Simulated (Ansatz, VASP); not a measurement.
# MgO in VASP and in Ansatz

```
Mg O
1.0
     0.00000    2.10565    2.10565
     2.10565    0.00000    2.10565
     2.10565    2.10565    0.00000
Mg O
1 1
Direct
  0.00000 0.00000 0.00000
  0.50000 0.50000 0.50000
```

Alike in both runs: task single point; functional PBE; k mesh 8 × 8 × 8; occupations fermi-dirac, width 0.001 eV; no spin polarisation.

```csv
,VASP,Ansatz
version,VASP 6.6.1,Ansatz 0.2.0
potentials or method,"VASP PAW PBE potentials, release 64 (Mg, O), cutoff 600 eV","PAW, plane waves, scalar-relativistic"
valence electrons in the cell,8,16
```

```tsv
	VASP	Ansatz	Ansatz less VASP
pressure (GPa)	3.8	4.8	+0.98
```

VASP's potentials hold 8 valence electrons a cell and Ansatz's 16, so a difference there can come from the potentials and not from the codes.
